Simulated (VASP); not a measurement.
A run of VASP 6.6.1 is set up as follows.

The input INCAR:

```
SYSTEM = HfO2
PREC     = Accurate       ! precision mode
ENCUT    = 520            ! plane-wave cutoff, eV
EDIFF    = 1E-6           ! SCF threshold, eV
ISMEAR   = 0              ! smearing method
SIGMA    = 0.05           ! smearing width, eV
LREAL    = .FALSE.        ! projectors in reciprocal space
LASPH    = .TRUE.         ! aspherical terms in the spheres
NELM     = 100            ! most SCF steps
ALGO     = Normal         ! electronic algorithm
ISIF     = 2              ! what is computed and relaxed
LWAVE    = .FALSE.        ! write WAVECAR
LCHARG   = .TRUE.         ! write CHGCAR
GGA      = CA             ! functional
LELF     = .TRUE.         ! ELF
LVHAR    = .TRUE.       
NBANDS   = 56             ! bands
```

Contents of KPOINTS:

```
Automatic mesh
0
G
  5 7 3
  0 0 0
```

The input POSCAR:

```
HfO2
1.0
    0.0000000000     -4.7888991458      0.0000000000
    0.0000000000      0.0000000000     -3.1858186391
    9.5777982917     -2.8733394875      0.0000000000
Hf O
4 8
Direct
   -0.1207200000      0.0000000000      0.2012000000
   -0.4207200000      0.0000000000      0.7012000000
   -0.0707200000      0.5000000000      0.9512000000
    0.2292800000      0.5000000000      0.4512000000
   -0.2841446990      0.5000000000      0.7987537865
    0.0158553010      0.5000000000      0.2987537865
    0.1829198448      0.0000000000      0.8536462135
    0.4829198448      0.0000000000      0.3536462135
    0.2756401552      0.0000000000      0.0487537865
   -0.0243598448      0.0000000000      0.5487537865
    0.7427046990      0.5000000000      0.1036462135
    0.4427046990      0.5000000000      0.6036462135
```

Potentials or basis: VASP PAW LDA potentials, release 64 (Hf_pv, O).

Run with:

```bash
$ cat potpaw_LDA.64/Hf_pv/POTCAR potpaw_LDA.64/O/POTCAR > POTCAR
$ mpirun -np 1 vasp_std > vasp.out
```

Question: Estimate the pressure.

Answer: 16.1 GPa.

Question: Predict the band gap on the k mesh.

Answer: 0.17 eV, direct.

Stress tensor (GPa, compression positive):
```
51.14  5.36  0.00
 5.36 -8.26  0.00
 0.00  0.00  5.51
```

Caveat: spin-orbit coupling is left out, which moves the levels of the heavy elements; forces of over 1 eV/Å act on the atoms, so gaps and moduli don't describe the material at rest. A k mesh can miss the band edges.
